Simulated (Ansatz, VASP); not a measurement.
**Te3MoF in VASP and in Ansatz**

INCAR

```
SYSTEM = Te3MoF
ALGO = Normal ; EDIFF = 1E-6
ENCUT = 520 ; GGA = PE
ISIF = 2 ; ISMEAR = 0
ISPIN = 2 ; LASPH = .TRUE.
LCHARG = .TRUE. ; LELF = .TRUE.
LMAXMIX = 4 ; LORBIT = 11
LREAL = .FALSE. ; LVHAR = .TRUE.
LWAVE = .FALSE. ; MAGMOM = 0 0 0 1 0
NBANDS = 32 ; NELM = 150
PREC = Accurate ; SIGMA = 0.1
```

KPOINTS

```
k-points
0
G
  4 4 4
  0 0 0
```

The input POSCAR:

```
Te3MoF
1.0
    5.9381819600      0.0000000000      0.0000000000
    0.0000000000      5.9381819600      0.0000000000
    0.0000000000      0.0000000000      4.3307243800
Te Mo F
3 1 1
Direct
    0.5000000000      0.0000000000      0.0000000000
    0.0000000000      0.5000000000      0.0000000000
    0.0000000000      0.0000000000      0.0000000000
    0.5000000000      0.5000000000      0.0000000000
    0.5000000000      0.5000000000      0.5000000000
```

Input for Ansatz:

```yaml
crystal:
  lattice:
    - [5.93818196, 0.0, 0.0]
    - [0.0, 5.93818196, 0.0]
    - [0.0, 0.0, 4.33072438]
  atoms:
    - { symbol: Te, position: [0.5, 0.0, 0.0] }
    - { symbol: Te, position: [0.0, 0.5, 0.0] }
    - { symbol: Te, position: [0.0, 0.0, 0.0] }
    - { symbol: Mo, position: [0.5, 0.5, 0.0], spin: 1.0 }
    - { symbol: F, position: [0.5, 0.5, 0.5] }
basis:
  ecutwfc: 420
kpoints:
  mp_grid: { grid: [4, 4, 4] }
hamiltonian:
  xc: pbe
scf:
  occupations: { method: gaussian, width: 0.1 }
  lower_state_search: "off"
output:
  forces: true
  stress: true
  eigenvalues: true
  populations: true
magnetization:
  spin_polarized: true
```

Alike in both runs: task single point; functional PBE; k mesh 4 × 4 × 4; occupations gaussian, width 0.1 eV; collinear spin.

|  | VASP | Ansatz |
| --- | --- | --- |
| version | VASP 6.6.1 | Ansatz 0.2.0 |
| potentials or method | VASP PAW PBE potentials, release 64 (Te, Mo_sv, F), cutoff 520 eV | scalar-relativistic, plane waves, PAW |
| valence electrons in the cell | 39 | 69 |

|  | VASP | Ansatz | Ansatz less VASP |
| --- | --- | --- | --- |
| gap on the k mesh at the Fermi level (eV) | none | none | - |
| pressure (GPa) | -2.7 | -2.7 | +0.02 |
| traceless stress, the component that is largest in VASP (GPa) | -3.04 | -3.12 | -0.083 |
| net moment per atom (μB) | 0.55 | 0.55 | +0.001 |
| size of the moment on the site where the two differ most (μB) | 2.63 | 1.81 | -0.818 |

Site moments also hang on the region over which each program counts them. A gap of «none» marks a metal or a gap that the smearing closes. VASP's potentials hold 39 valence electrons a cell and Ansatz's 69, so a difference there can come from the potentials and not from the codes.

The k mesh is coarse, so the values compare programs but aren't converged. Spin-orbit coupling is off throughout.
